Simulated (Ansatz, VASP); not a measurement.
# One calculation of Na, two programs

```xyz
2
Lattice="3.6186 0.0000 0.0000 -1.8093 3.1338 0.0000 0.0000 0.0000 5.9093" Properties=species:S:1:pos:R:3 pbc="T T T"
Na    0.0000    2.0892    1.4773
Na    1.8093    1.0446    4.4320
```

Alike in both runs: functional LDA; k mesh 14 × 14 × 8; occupations fermi-dirac, width 0.1 eV; no spin polarisation.

Ansatz relaxed the structure, and its values are those at the end. VASP's run is a single point on that final structure, the one shown.

```csv
,VASP,Ansatz
version,VASP 6.6.1,Ansatz 0.2.0
potentials or method,"VASP PAW LDA potentials, release 64 (Na_pv)","PAW with Ansatz's default frozen-core files, scalar-relativistic"
plane-wave cutoff (eV),520,420
valence electrons in the cell,14,18
```

```tsv
	VASP	Ansatz	Ansatz less VASP
pressure (GPa)	0.0	0.0	+0.02
```

LDA's correlation is that of Perdew and Zunger in VASP and of Perdew and Wang (1992) in Ansatz. VASP's potentials hold 14 valence electrons a cell and Ansatz's 18, so a difference there can come from the potentials and not from the codes.
